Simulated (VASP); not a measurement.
Here is a VASP 6.6.1 calculation.

Contents of INCAR:

```
SYSTEM = WSe2
PREC     = Accurate       ! precision mode
ENCUT    = 520            ! plane-wave cutoff, eV
EDIFF    = 1E-6           ! SCF threshold, eV
ISMEAR   = 0              ! smearing method
SIGMA    = 0.05           ! smearing width, eV
LREAL    = .FALSE.        ! projectors in reciprocal space
LASPH    = .TRUE.         ! aspherical terms in the spheres
NELM     = 100            ! most SCF steps
ALGO     = Normal         ! electronic algorithm
ISIF     = 2              ! what is computed and relaxed
LWAVE    = .FALSE.        ! write WAVECAR
LCHARG   = .TRUE.         ! write CHGCAR
GGA      = PE             ! functional
LELF     = .TRUE.         ! ELF
LVHAR    = .TRUE.       
NBANDS   = 64             ! bands
```

Contents of KPOINTS:

```
regular mesh
0
G
  12 12 1
  0 0 0
```

Contents of POSCAR:

```
WSe2
1.0
    3.3206779314      0.0000000000      0.0000000000
   -1.6603389657      2.8757914463      0.0000000000
    0.0000000000      0.0000000000     36.8316024967
W Se
4 8
Direct
    0.6666666667      0.3333333333      0.9017078408
    0.6666666667      0.3333333333      0.2946354236
    0.3333333333      0.6666666667      0.7053645764
    0.3333333333      0.6666666667      0.0982921592
    0.3333333333      0.6666666667      0.9449957770
    0.3333333333      0.6666666667      0.3379184716
    0.6666666667      0.3333333333      0.7486532095
    0.6666666667      0.3333333333      0.1415801562
    0.3333333333      0.6666666667      0.8584198438
    0.3333333333      0.6666666667      0.2513467905
    0.6666666667      0.3333333333      0.6620815284
    0.6666666667      0.3333333333      0.0550042230
```

Potentials or basis: VASP PAW PBE potentials, release 64 (W_sv, Se).

Command:

```sh
$ cat potpaw_PBE.64/W_sv/POTCAR potpaw_PBE.64/Se/POTCAR > POTCAR
$ mpirun -np 1 vasp_std > vasp.out
```

Problem. What does it give for the largest force?

Solution. 1.646 eV/Å.

Problem. What does it give for the band gap on the k mesh?

Solution. 1.07 eV (least direct gap 1.35 eV).

Forces in eV/Å, atoms in the order of the input:
```
W    0.000  0.000  0.000
W    0.000  0.000  0.002
W    0.000  0.000 -0.002
W    0.000  0.000  0.000
Se   0.000  0.000  1.640
Se   0.000  0.000  1.646
Se   0.000  0.000  1.640
Se   0.000  0.000  1.640
Se   0.000  0.000 -1.640
Se   0.000  0.000 -1.640
Se   0.000  0.000 -1.646
Se   0.000  0.000 -1.640
```

Caveat: the cell differs from its parent crystal (strain -0.0500 x Voigt [0, 0, 1, 0, 0, 0]); there is no dipole correction, which matters where the two faces differ; spin-orbit coupling is left out, which moves the levels of the heavy elements.
